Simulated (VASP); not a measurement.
# KTaO3 (P4/mmm) in VASP: further runs, part 2 of 2

VASP 6.6.1. The steps go on from the part before.

### 3 Single point, LDA (equal xx and yy strain of -2 %)

File INCAR:

```
SYSTEM = KTaO3
ALGO = Normal
EDIFF = 1E-6
ENCUT = 520
ISIF = 2
ISMEAR = -1
LASPH = .True.
LCHARG = .False.
LREAL = .False.
LWAVE = .False.
NBANDS = 27
NELM = 100
PREC = Accurate
SIGMA = 0.01
```

File KPOINTS:

```
k-points
0
Gamma
  5 5 5
  0 0 0
```

File POSCAR:

```
KTaO3
1.0
    3.9085340000      0.0000000000      0.0000000000
    0.0000000000      3.9085340000      0.0000000000
    0.0000000000      0.0000000000      3.9883000000
K Ta O
1 1 3
Direct
    0.5000000000      0.5000000000      0.5000000000
    0.0000000000      0.0000000000      0.0000000000
    0.5000000000      0.0000000000      0.0000000000
    0.0000000000      0.5000000000      0.0000000000
    0.0000000000      0.0000000000      0.5000000000
```

Potentials or basis: VASP PAW LDA potentials, release 64 (K_sv, Ta_pv, O).

Run with:

```
> cat potpaw_LDA.64/K_sv/POTCAR potpaw_LDA.64/Ta_pv/POTCAR potpaw_LDA.64/O/POTCAR > POTCAR
> mpirun -np 1 vasp_std > vasp.out
```

OUTCAR:

```text
SYSTEM = KTaO3
   EDIFF = 1E-6
   ENCUT = 520
   ISIF = 2
   ISMEAR = -1
   LASPH = .True.
   LREAL = .False.
   NELM = 100
   PREC = Accurate

 ion  position               nearest neighbor table
   1  0.500  0.500  0.500-   5 2.76   5 2.76   5 2.76   5 2.76   4 2.79   3 2.79   4 2.79   3 2.79
                             4 2.79   3 2.79   4 2.79   3 2.79   2 3.41   2 3.41   2 3.41   2 3.41
   2  0.000  0.000  0.000-   3 1.95   4 1.95   4 1.95   3 1.95   5 1.99   5 1.99   1 3.41   1 3.41
                             1 3.41   1 3.41   1 3.41   1 3.41   1 3.41   1 3.41
   3  0.500  0.000  0.000-   2 1.95   2 1.95   1 2.79   1 2.79   1 2.79   1 2.79
   4  0.000  0.500  0.000-   2 1.95   2 1.95   1 2.79   1 2.79   1 2.79   1 2.79
   5  0.000  0.000  0.500-   2 1.99   2 1.99   1 2.76   1 2.76   1 2.76   1 2.76

  LATTYP: Found a simple tetragonal cell.
 ALAT       =     3.9085340000
 C/A-ratio  =     1.0204081633

  Lattice vectors:

 A1 = (   3.9085340000,   0.0000000000,   0.0000000000)
 A2 = (   0.0000000000,   3.9085340000,   0.0000000000)
 A3 = (   0.0000000000,   0.0000000000,   3.9883000000)

Analysis of symmetry for initial positions (statically):
=====================================================================
 Subroutine PRICEL returns:
 Original cell was already a primitive cell.

 Routine SETGRP: Setting up the symmetry group for a
 simple tetragonal supercell.

 Subroutine GETGRP returns: Found 16 space group operations
 (whereof 16 operations were pure point group operations)
 out of a pool of 16 trial point group operations.

The static configuration has the point symmetry D_4h.

Analysis of symmetry for dynamics (positions and initial velocities):
=====================================================================
 Subroutine PRICEL returns:
 Original cell was already a primitive cell.

 Routine SETGRP: Setting up the symmetry group for a
 simple tetragonal supercell.

 Subroutine GETGRP returns: Found 16 space group operations
 (whereof 16 operations were pure point group operations)
 out of a pool of 16 trial point group operations.

The dynamic configuration has the point symmetry D_4h.

 Subroutine INISYM returns: Found 16 space group operations
 (whereof 16 operations are pure point group operations),
 and found     1 'primitive' translations

----------------------------------------------------------------------------------------

                                     Primitive cell

  volume of cell :      60.9278

  direct lattice vectors                    reciprocal lattice vectors
     3.908534000  0.000000000  0.000000000     0.255850403  0.000000000  0.000000000
     0.000000000  3.908534000  0.000000000     0.000000000  0.255850403  0.000000000
     0.000000000  0.000000000  3.988300000     0.000000000  0.000000000  0.250733395

  length of vectors
     3.908534000  3.908534000  3.988300000     0.255850403  0.255850403  0.250733395

  position of ions in fractional coordinates (direct lattice)
     0.500000000  0.500000000  0.500000000
     0.000000000  0.000000000  0.000000000
     0.500000000  0.000000000  0.000000000
     0.000000000  0.500000000  0.000000000
     0.000000000  0.000000000  0.500000000

  ion indices of the primitive-cell ions
   primitive index   ion index
                 1           1
                 2           2
                 3           3
[... 30 lines left out ...]
            Coordinates               Weight
  0.000000  0.000000  0.000000      1.000000
  0.200000  0.000000  0.000000      4.000000
  0.400000  0.000000  0.000000      4.000000
  0.200000  0.200000  0.000000      4.000000
  0.400000  0.200000  0.000000      8.000000
  0.400000  0.400000  0.000000      4.000000
[... 10 lines left out ...]
  0.400000  0.200000  0.400000     16.000000
  0.400000  0.400000  0.400000      8.000000
   k-points           NKPTS =     18   k-points in BZ     NKDIM =     18   number of bands    NBANDS=     27
   number of dos      NEDOS =    301   number of ions     NIONS =      5
   total plane-waves  NPLWV =  27000
   dimension x,y,z NGX =    30 NGY =   30 NGZ =   30
   dimension x,y,z NGXF=    60 NGYF=   60 NGZF=   60
   ions per type =               1   1   3
   NGX,Y,Z   is equivalent  to a cutoff of  12.76, 12.76, 12.51 a.u.
   NGXF,Y,Z  is equivalent  to a cutoff of  25.52, 25.52, 25.01 a.u.
 SYSTEM =  KTaO3
   PREC   = accura    normal or accurate (medium, high low for compatibility)
   ISTART =      0    job   : 0-new  1-cont  2-samecut
   ICHARG =      2    charge: 1-file 2-atom 10-const
   ISPIN  =      1    spin polarized calculation?
   LNONCOLLINEAR =      F non collinear calculations
   LSORBIT =      F    spin-orbit coupling
   LASPH  =      T    aspherical Exc in radial PAW
   ENCUT  =  520.0 eV  38.22 Ry    6.18 a.u.   7.27  7.27  7.42*2*pi/ulx,y,z
   NELM   =    100;   NELMIN=  2; NELMDL= -5     # of ELM steps
   EDIFF  = 0.1E-05   stopping-criterion for ELM
   LREAL  =      F    real-space projection
   EDIFFG = 0.1E-04   stopping-criterion for IOM
   NSW    =      0    number of steps for IOM
   IBRION =     -1    ionic relax: 0-MD 1-quasi-New 2-CG
   NFREE  =      0    steps in history (QN), initial steepest desc. (CG)
   ISIF   =      2    stress and relaxation
   ISYM   =      2    0-nonsym 1-usesym 2-fastsym
   POTIM  = 0.5000    time-step for ionic-motion
   TEBEG  =    0.0;   TEEND  =   0.0 temperature during run
   PSTRESS=    0.0 pullay stress
   NELECT =      38.0000    total number of electrons
   NUPDOWN=      -1.0000    fix difference up-down
   EMIN   =  10.00;   EMAX   =-10.00  energy-range for DOS
   EFERMI =   0.00;   METHOD = LEGACY
   ISMEAR =    -1;   SIGMA  =   0.01  broadening in eV -4-tet -1-fermi 0-gaus
   EFERMI_NEDOS =   21; number of points for ismear=-14 and -15
   IALGO  =     38    algorithm
   IMIX   =      4    mixing-type and parameters
     AMIX     =   0.40;   BMIX     =  1.00
     AMIX_MAG =   1.60;   BMIX_MAG =  1.00
  volume/ion in A,a.u.               =      12.19        82.23
  Fermi-wavevector in a.u.,A,eV,Ry     =   1.398720  2.643198 26.618683  1.956418
  Thomas-Fermi vector in A             =   2.521850
   LORBIT       =      0    0 simple, 1 ext, 2 COOP (PROOUT), +10 PAW based schemes
   GGA     = CA    functional components
   LHFCALC =     F    Hartree Fock is set to
   AEXX    =    0.0000 exact exchange contribution
   IVDW    =     0    specifies the selected vdW correction
   LEPSILON=     F    determine dielectric tensor
   LRPA    =     F    only Hartree local field effects (RPA)
 non-spin polarized calculation
  energy-cutoff  :      520.00
  volume of cell :       60.93
 maximum number of plane-waves:      1650
 NGX is ok and might be reduce to    30
   NGX = 15   NGY = 15   NGZ = 15

 number of electron      37.9999997 magnetization

 Free energy of the ion-electron system (eV)
  ---------------------------------------------------
  ext. energy  EPLUGINS =         0.00000000
  ---------------------------------------------------
  free energy    TOTEN  =       -45.01413809 eV

  energy without entropy =      -45.01413809  energy(sigma->0) =      -45.01413809

 E-fermi :   2.0165     XC(G=0): -11.6372

 val. band max:        1.6943826377   @ k =   0.4000   0.4000   0.4000
 cond. band min:       3.8973068423   @ k =   0.0000   0.0000   0.0000
 fundamental gap:      2.2029242046
 Fermi energy:         2.0164815383

 k-point     1 :       0.0000    0.0000    0.0000
  band No.  band energies     occupation
      1     -31.9479      2.00000
      2     -31.9479      2.00000
      3     -31.9054      2.00000
      4     -25.0347      2.00000
      5     -15.6203      2.00000
      6     -14.9461      2.00000
[... 529 lines left out ...]
     26      13.0094      0.00000
     27      13.6103      0.00000

------------------------ aborting loop because EDIFF is reached ----------------------------------------

  FORCE on cell =-STRESS in cart. coord.  units (eV):
  Direction    XX          YY          ZZ          XY          YZ          ZX
  --------------------------------------------------------------------------------------
  -------------------------------------------------------------------------------------
  Total        2.8225451      2.8225451     -0.4719444      0.0000000     -0.0000000      0.0000000
  in kB       74.2225499     74.2225499    -12.4103999      0.0000000     -0.0000000      0.0000000
  external PRESSURE =      45.3449000 kB  Pullay stress =       0.0000000 kB

 VOLUME and BASIS-vectors are now :
 -----------------------------------------------------------------------------
  energy-cutoff  :      520.00
  volume of cell :       60.93
      direct lattice vectors                 reciprocal lattice vectors
     3.908534000  0.000000000  0.000000000     0.255850403  0.000000000  0.000000000
     0.000000000  3.908534000  0.000000000     0.000000000  0.255850403  0.000000000
     0.000000000  0.000000000  3.988300000     0.000000000  0.000000000  0.250733395

 POSITION                                       TOTAL-FORCE (eV/Angst)
 -----------------------------------------------------------------------------------
      1.95427      1.95427      1.99415         0.000000      0.000000      0.000000
      0.00000      0.00000      0.00000         0.000000      0.000000      0.000000
      1.95427      0.00000      0.00000         0.000000      0.000000      0.000000
      0.00000      1.95427      0.00000         0.000000      0.000000      0.000000
      0.00000      0.00000      1.99415         0.000000      0.000000      0.000000
 -----------------------------------------------------------------------------------
    total drift:                                0.000000     -0.000000      0.000000

  FREE ENERGIE OF THE ION-ELECTRON SYSTEM (eV)
  ---------------------------------------------------
  free  energy   TOTEN  =       -45.0141380940 eV

  energy  without entropy=      -45.0141380940  energy(sigma->0) =      -45.01413809
```

It took 64 s on 1 thread of Intel Xeon 8259CL, shared host; peak memory 0.17 GiB.

Results:

- Free energy: -45.0141 eV
- Pressure: 4.5 GPa
- Band gap on the k mesh: 2.20 eV (least direct gap 2.67 eV)

Caveat: the cell differs from its parent crystal (equal xx and yy strain of -2 %); the cell stands under pressure; spin-orbit coupling is left out, which moves the levels of the heavy elements; an odd mesh through Γ misses points on the zone boundary, where band edges can lie.
